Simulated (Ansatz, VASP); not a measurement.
# C in VASP and in Ansatz

File POSCAR:

```
C
1.0
    0.0000000000      1.7801241425      1.7801241425
    1.7801241425      0.0000000000      1.7801241425
    1.7801241425      1.7801241425      0.0000000000
C
2
Direct
    0.0000000000      0.0000000000      0.0000000000
    0.2500000000      0.2500000000      0.2500000000
```

Contents of INCAR.step1:

```
SYSTEM = C
  PREC = Accurate
  ENCUT = 910
  ISMEAR = 0
  SIGMA = 0.01
  LREAL = .FALSE.
  LASPH = .TRUE.
  NELM = 120
  NBANDS = 11
  GGA = PE
  ALGO = Normal
  EDIFF = 1E-5
  LWAVE = .TRUE.
  LCHARG = .FALSE.
  GGA_COMPAT = .FALSE.
```

Contents of INCAR.step2:

```
SYSTEM = C
  PREC = Accurate
  ENCUT = 910
  EDIFF = 1E-6
  ISMEAR = 0
  SIGMA = 0.01
  LREAL = .FALSE.
  LASPH = .TRUE.
  NELM = 120
  ALGO = Normal
  ISIF = 2
  LWAVE = .FALSE.
  LCHARG = .FALSE.
  METAGGA = R2SCAN
  LMIXTAU = .TRUE.
  NBANDS = 11
  ISTART = 1
  GGA_COMPAT = .FALSE.
```

File KPOINTS:

```
Automatic mesh
0
G
  12 12 12
  0 0 0
```

Input for Ansatz:

```yaml
crystal:
  lattice:
    - [0.0, 1.7801241425, 1.7801241425]
    - [1.7801241425, 0.0, 1.7801241425]
    - [1.7801241425, 1.7801241425, 0.0]
  atoms:
    - { symbol: C, position: [0.0, 0.0, 0.0] }
    - { symbol: C, position: [0.25, 0.25, 0.25] }
kpoints:
  mp_grid: { grid: [12, 12, 12] }
  band_path:
    path:
      - [0.0, 0.0, 0.0]
      - [0.5, 0.0, 0.5]
      - [0.625, 0.25, 0.625]
      - [0.375, 0.375, 0.75]
      - [0.5, 0.5, 0.5]
      - [0.5, 0.25, 0.75]
      - [0.0, 0.363281, 0.363281]
    npoints: 1
hamiltonian:
  xc: r2scan
scf:
  occupations: { method: fixed }
  n_extra_bands: 4
output:
  forces: true
  stress: true
  eigenvalues: true
```

Alike in both runs: task single point; functional r2SCAN; k mesh 12 × 12 × 12; no spin polarisation.

|  | VASP | Ansatz |
| --- | --- | --- |
| version | VASP 6.6.1 | Ansatz 0.2.0 |
| potentials or method | VASP PAW PBE potentials, release 64 (C_h) | plane waves, PAW |
| plane-wave cutoff (eV) | 910 | 500 |
| occupations | gaussian, width 0.01 eV | fixed |
| valence electrons in the cell | 8 | 8 |

```csv
,VASP,Ansatz,Ansatz less VASP
gap on the k mesh at the Fermi level (eV),4.39,4.39,-0.002
```

VASP's potentials were made for PBE, not for r2SCAN.

Noted on VASP's run: the cutoff is short for stress, so the pressure is rough.
